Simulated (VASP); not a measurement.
# K3Ca3Se (Pm-3m) in VASP: relaxation of cell and atoms with PBE

Aim: the relaxation of cell and atoms of K3Ca3Se with PBE.

Program: VASP 6.6.1. These are calculated values, not measurements. Logs are shortened: lines on timing, memory, paths and dates and some standing lists are left out, and cuts for length are marked.

### Step 1. The cell of the first run

It takes space group Pm-3m (No. 221, cubic). The conventional cell has a = 7.026 Å, b = 7.026 Å, c = 7.026 Å, α = 90.00°, β = 90.00°, γ = 90.00°. Within 4.6 Å of K (site symmetry 4/mmm) lie 4 Ca at 3.51 Å and 2 Se at 3.51 Å. Within 4.6 Å of Ca (site symmetry 4/mmm) lie 4 K at 3.51 Å. Se (site symmetry m-3m) has 6 K at 3.51 Å within 4.6 Å.

### Step 2. Relaxation of cell and atoms, PBE

File INCAR:

```
PREC = Accurate
ENCUT = 600
EDIFF = 1E-6
ISMEAR = 0
SIGMA = 0.1
LREAL = F
LASPH = T
NELM = 100
ALGO = Normal
ISIF = 3
LWAVE = F
LCHARG = F
GGA = PE
IBRION = 2
NSW = 100
EDIFFG = -0.01
```

File KPOINTS:

```
regular mesh
0
Gamma
  6 6 6
```

File POSCAR:

```
K3Ca3Se
1.0
    7.0260029103      0.0000000000      0.0000000000
    0.0000000000      7.0260029103      0.0000000000
    0.0000000000      0.0000000000      7.0260029103
K Ca Se
3 3 1
Direct
    0.5000000000      0.0000000000      0.0000000000
    0.0000000000      0.5000000000      0.0000000000
    0.0000000000      0.0000000000      0.5000000000
    0.0000000000      0.5000000000      0.5000000000
    0.5000000000      0.0000000000      0.5000000000
    0.5000000000      0.5000000000      0.0000000000
    0.0000000000      0.0000000000      0.0000000000
```

Potentials or basis: VASP PAW PBE potentials, release 64 (K_sv, Ca_sv, Se).

Run with:

```bash
cat potpaw_PBE.64/K_sv/POTCAR potpaw_PBE.64/Ca_sv/POTCAR potpaw_PBE.64/Se/POTCAR > POTCAR
mpirun -np 1 vasp_std > vasp.out
```

OUTCAR:

```text
PREC = Accurate
   ENCUT = 600
   EDIFF = 1E-6
   ISMEAR = 0
   LREAL = F
   LASPH = T
   NELM = 100
   ISIF = 3
   GGA = PE
   IBRION = 2
   NSW = 100
   EDIFFG = -0.01

 ion  position               nearest neighbor table
   1  0.500  0.000  0.000-
   2  0.000  0.500  0.000-
   3  0.000  0.000  0.500-
   4  0.000  0.500  0.500-
   5  0.500  0.000  0.500-
   6  0.500  0.500  0.000-
   7  0.000  0.000  0.000-

  LATTYP: Found a simple cubic cell.
 ALAT       =     7.0260029103

  Lattice vectors:

 A1 = (   7.0260029103,   0.0000000000,   0.0000000000)
 A2 = (   0.0000000000,   7.0260029103,   0.0000000000)
 A3 = (   0.0000000000,   0.0000000000,   7.0260029103)

Analysis of symmetry for initial positions (statically):
=====================================================================
 Subroutine PRICEL returns:
 Original cell was already a primitive cell.

 Routine SETGRP: Setting up the symmetry group for a
 simple cubic supercell.

 Subroutine GETGRP returns: Found 48 space group operations
 (whereof 48 operations were pure point group operations)
 out of a pool of 48 trial point group operations.

The static configuration has the point symmetry O_h .

Analysis of symmetry for dynamics (positions and initial velocities):
=====================================================================
 Subroutine PRICEL returns:
 Original cell was already a primitive cell.

 Routine SETGRP: Setting up the symmetry group for a
 simple cubic supercell.

 Subroutine GETGRP returns: Found 48 space group operations
 (whereof 48 operations were pure point group operations)
 out of a pool of 48 trial point group operations.

The dynamic configuration has the point symmetry O_h .

 Subroutine INISYM returns: Found 48 space group operations
 (whereof 48 operations are pure point group operations),
 and found     1 'primitive' translations

----------------------------------------------------------------------------------------

                                     Primitive cell

  volume of cell :     346.8366

  direct lattice vectors                    reciprocal lattice vectors
     7.026002910  0.000000000  0.000000000     0.142328435  0.000000000  0.000000000
     0.000000000  7.026002910  0.000000000     0.000000000  0.142328435  0.000000000
     0.000000000  0.000000000  7.026002910     0.000000000  0.000000000  0.142328435

  length of vectors
     7.026002910  7.026002910  7.026002910     0.142328435  0.142328435  0.142328435

  position of ions in fractional coordinates (direct lattice)
     0.500000000  0.000000000  0.000000000
     0.000000000  0.500000000  0.000000000
     0.000000000  0.000000000  0.500000000
     0.000000000  0.500000000  0.500000000
     0.500000000  0.000000000  0.500000000
     0.500000000  0.500000000  0.000000000
     0.000000000  0.000000000  0.000000000

  ion indices of the primitive-cell ions
   primitive index   ion index
                 1           1
                 2           2
                 3           3
                 4           4
                 5           5
                 6           6
                 7           7

----------------------------------------------------------------------------------------

 KPOINTS: regular mesh

Automatic generation of k-mesh.
 Grid dimensions read from file:
 generate k-points for:    6    6    6

 Generating k-lattice:

  Cartesian coordinates                     Fractional coordinates (reciprocal lattice)
     0.023721406  0.000000000  0.000000000     0.166666667  0.000000000  0.000000000
     0.000000000  0.023721406  0.000000000     0.000000000  0.166666667  0.000000000
     0.000000000  0.000000000  0.023721406     0.000000000  0.000000000  0.166666667

  Length of vectors
     0.023721406  0.023721406  0.023721406

  Shift w.r.t. Gamma in fractional coordinates (k-lattice)
     0.000000000  0.000000000  0.000000000

 Subroutine IBZKPT returns following result:
 ===========================================

 Found     20 irreducible k-points:

 Following reciprocal coordinates:
            Coordinates               Weight
  0.000000  0.000000  0.000000      1.000000
  0.166667  0.000000  0.000000      6.000000
  0.333333  0.000000  0.000000      6.000000
  0.500000  0.000000  0.000000      3.000000
  0.166667  0.166667  0.000000     12.000000
  0.333333  0.166667  0.000000     24.000000
[... 12 lines left out ...]
  0.500000  0.500000  0.333333      6.000000
  0.500000  0.500000  0.500000      1.000000
   k-points           NKPTS =     20   k-points in BZ     NKDIM =     20   number of bands    NBANDS=     37
   number of dos      NEDOS =    301   number of ions     NIONS =      7
   total plane-waves  NPLWV = 175616
   dimension x,y,z NGX =    56 NGY =   56 NGZ =   56
   dimension x,y,z NGXF=   112 NGYF=  112 NGZF=  112
   ions per type =               3   3   1
   NGX,Y,Z   is equivalent  to a cutoff of  13.25, 13.25, 13.25 a.u.
   NGXF,Y,Z  is equivalent  to a cutoff of  26.50, 26.50, 26.50 a.u.
 SYSTEM =  unknown system
   PREC   = accura    normal or accurate (medium, high low for compatibility)
   ISTART =      0    job   : 0-new  1-cont  2-samecut
   ICHARG =      2    charge: 1-file 2-atom 10-const
   ISPIN  =      1    spin polarized calculation?
   LNONCOLLINEAR =      F non collinear calculations
   LSORBIT =      F    spin-orbit coupling
   LASPH  =      T    aspherical Exc in radial PAW
   ENCUT  =  600.0 eV  44.10 Ry    6.64 a.u.  14.03 14.03 14.03*2*pi/ulx,y,z
   NELM   =    100;   NELMIN=  2; NELMDL= -5     # of ELM steps
   EDIFF  = 0.1E-05   stopping-criterion for ELM
   LREAL  =      F    real-space projection
   EDIFFG = -.1E-01   stopping-criterion for IOM
   NSW    =    100    number of steps for IOM
   IBRION =      2    ionic relax: 0-MD 1-quasi-New 2-CG
   NFREE  =      1    steps in history (QN), initial steepest desc. (CG)
   ISIF   =      3    stress and relaxation
   ISYM   =      2    0-nonsym 1-usesym 2-fastsym
   POTIM  = 0.5000    time-step for ionic-motion
   TEBEG  =    0.0;   TEEND  =   0.0 temperature during run
   PSTRESS=    0.0 pullay stress
   NELECT =      63.0000    total number of electrons
   NUPDOWN=      -1.0000    fix difference up-down
   EMIN   =  10.00;   EMAX   =-10.00  energy-range for DOS
   EFERMI =   0.00;   METHOD = LEGACY
   ISMEAR =     0;   SIGMA  =   0.10  broadening in eV -4-tet -1-fermi 0-gaus
   EFERMI_NEDOS =   21; number of points for ismear=-14 and -15
   IALGO  =     38    algorithm
   IMIX   =      4    mixing-type and parameters
     AMIX     =   0.40;   BMIX     =  1.00
     AMIX_MAG =   1.60;   BMIX_MAG =  1.00
  volume/ion in A,a.u.               =      49.55       334.37
  Fermi-wavevector in a.u.,A,eV,Ry     =   0.927143  1.752046 11.695486  0.859594
  Thomas-Fermi vector in A             =   2.053181
   LORBIT       =      0    0 simple, 1 ext, 2 COOP (PROOUT), +10 PAW based schemes
   GGA     = PE    functional components
   LHFCALC =     F    Hartree Fock is set to
   AEXX    =    0.0000 exact exchange contribution
   IVDW    =     0    specifies the selected vdW correction
   LEPSILON=     F    determine dielectric tensor
   LRPA    =     F    only Hartree local field effects (RPA)
 conjugate gradient relaxation of ions
 non-spin polarized calculation
 Gauss-broadening in eV      SIGMA  =   0.10
  energy-cutoff  :      600.00
  volume of cell :      346.84
 maximum number of plane-waves:     11656
   NGX = 29   NGY = 29   NGZ = 29

--------------------------------------- Ionic step        1  -------------------------------------------

 number of electron      62.9999986 magnetization

 Free energy of the ion-electron system (eV)
  ---------------------------------------------------
  ext. energy  EPLUGINS =         0.00000000
  ---------------------------------------------------
  free energy    TOTEN  =       -10.32234368 eV

  energy without entropy =      -10.29780348  energy(sigma->0) =      -10.31007358

------------------------ aborting loop because EDIFF is reached ----------------------------------------

  FORCE on cell =-STRESS in cart. coord.  units (eV):
  Direction    XX          YY          ZZ          XY          YZ          ZX
  --------------------------------------------------------------------------------------
  -------------------------------------------------------------------------------------
  Total        0.8077657      0.8077657      0.8077657      0.0000000      0.0000000     -0.0000000
  in kB        3.7313930      3.7313930      3.7313930      0.0000000      0.0000000     -0.0000000
  external PRESSURE =       3.7313930 kB  Pullay stress =       0.0000000 kB
[... 108 lines left out ...]
  energy  without entropy=      -10.3173632762  energy(sigma->0) =      -10.33030432

--------------------------------------- Ionic step        4  -------------------------------------------

 number of electron      63.0000009 magnetization

 Free energy of the ion-electron system (eV)
  ---------------------------------------------------
  ext. energy  EPLUGINS =         0.00000000
  ---------------------------------------------------
  free energy    TOTEN  =       -10.34382277 eV

  energy without entropy =      -10.31749093  energy(sigma->0) =      -10.33065685

 E-fermi :   0.7685     XC(G=0):  -6.7353

 val. band max:        0.7332204382   @ k =   0.5000   0.3333   0.1667
 cond. band min:       0.7970694476   @ k =   0.5000   0.1667   0.1667
 fundamental gap:      0.0638490094
 Fermi energy:         0.7685285126

 k-point     1 :       0.0000    0.0000    0.0000
  band No.  band energies     occupation
      1     -42.8575      2.00000
      2     -42.8573      2.00000
      3     -42.8573      2.00000
      4     -30.8430      2.00000
      5     -30.8416      2.00000
      6     -30.8416      2.00000
[... 823 lines left out ...]
  FREE ENERGIE OF THE ION-ELECTRON SYSTEM (eV)
  ---------------------------------------------------
  free  energy   TOTEN  =       -10.3438227721 eV

  energy  without entropy=      -10.3174909258  energy(sigma->0) =      -10.33065685

 reached required accuracy - stopping structural energy minimisation
```

It took 26 min on 1 thread of Intel Xeon Platinum 8259CL at 2.50GHz (Skylake/Cascade Lake), shared host; peak memory 0.66 GiB.

Results:

```yaml
Free_energy: -10.3438 eV
Relaxed_volume: 52.25 Å³/atom
Relaxed_cell: a = 7.151 Å, b = 7.151 Å, c = 7.151 Å, α = 90.00°, β = 90.00°, γ = 90.00°
Space_group_after_relaxing_to_0.05_Å: Pm-3m (No. 221)
Energy_gained_by_relaxing: 3.1 meV/atom
Ionic_steps: 4
Pressure_after_relaxing: 0.0 GPa
```

The path:
```tsv
step	energy change (eV)	largest force (eV/Å)	pressure (GPa)	volume (Å³)
1	0.0000	0.0000	0.37	346.84
2	-0.0115	0.0000	0.25	352.66
3	-0.0209	0.0000	0.06	362.60
4	-0.0215	0.0000	0.00	365.72
```

Final structure:
```
K Ca Se
1.0
     7.15129    0.00000    0.00000
     0.00000    7.15129    0.00000
     0.00000    0.00000    7.15129
K Ca Se
3 3 1
Cartesian
  3.5756 0.0000 0.0000
  0.0000 3.5756 0.0000
  0.0000 0.0000 3.5756
  0.0000 3.5756 3.5756
  3.5756 0.0000 3.5756
  3.5756 3.5756 0.0000
  0.0000 0.0000 0.0000
```

Levels at points of the mesh, in eV from the Fermi level:
```tsv
k point	band 28	band 29	band 30	band 31	band 32	band 33	band 34	band 35
(0.00, 0.00, 0.00)	-1.57	-1.57	-0.62	-0.62	0.22	0.22	0.22	0.46
(0.50, 0.00, 0.00)	-1.59	-1.59	-1.14	0.07	0.19	0.19	0.39	0.44
(0.50, 0.50, 0.00)	-1.60	-1.47	-0.76	-0.76	-0.23	0.13	0.65	0.65
(0.50, 0.50, 0.50)	-1.95	-1.11	-1.11	-1.11	-0.61	0.41	0.57	0.57
```
